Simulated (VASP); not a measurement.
A run of VASP 6.6.1 is set up as follows.

INCAR

```
ALGO     = Fast           # electronic algorithm
EDIFF    = 1E-7           # SCF threshold, eV
ENCUT    = 520            # plane-wave cutoff, eV
GGA      = PE             # functional
ISIF     = 2              # what is computed and relaxed
ISMEAR   = 0              # smearing method
LASPH    = True           # aspherical terms in the spheres
LCHARG   = False          # write CHGCAR
LREAL    = False          # projectors in reciprocal space
LWAVE    = False          # write WAVECAR
NBANDS   = 18             # bands
NELM     = 60             # most SCF steps
PREC     = Accurate       # precision mode
SIGMA    = 0.1            # smearing width, eV
```

Contents of KPOINTS:

```
k-points
0
Gamma
  14 14 16
```

The input POSCAR:

```
Cu
1.0
    3.0100830804      0.0000000000      0.0000000000
    0.0000000000      3.0100830804      0.0000000000
    0.0000000000      0.0000000000      2.8142930120
Cu
2
Direct
    0.0000000000      0.0000000000      0.0000000000
    0.5000000000      0.5000000000      0.5000000000
```

Potentials or basis: VASP PAW PBE potentials, release 64 (Cu).

Command:

```bash
$ cat potpaw_PBE.64/Cu/POTCAR > POTCAR
$ mpirun -np 1 vasp_std > vasp.out
```

Task: Estimate the band gap on the k mesh.

Result: Zero (band 11 reaches 12.60 eV, above the bottom of band 12 at 5.26 eV).

Task: Estimate the pressure.

Result: -6.6 GPa.

Stress tensor (GPa, compression positive):
```
-6.63  0.00  0.00
 0.00 -6.63  0.00
 0.00  0.00 -6.47
```

Caveat: the cell differs from its parent crystal (equal strain along all axes, cell held: +2.0 %).
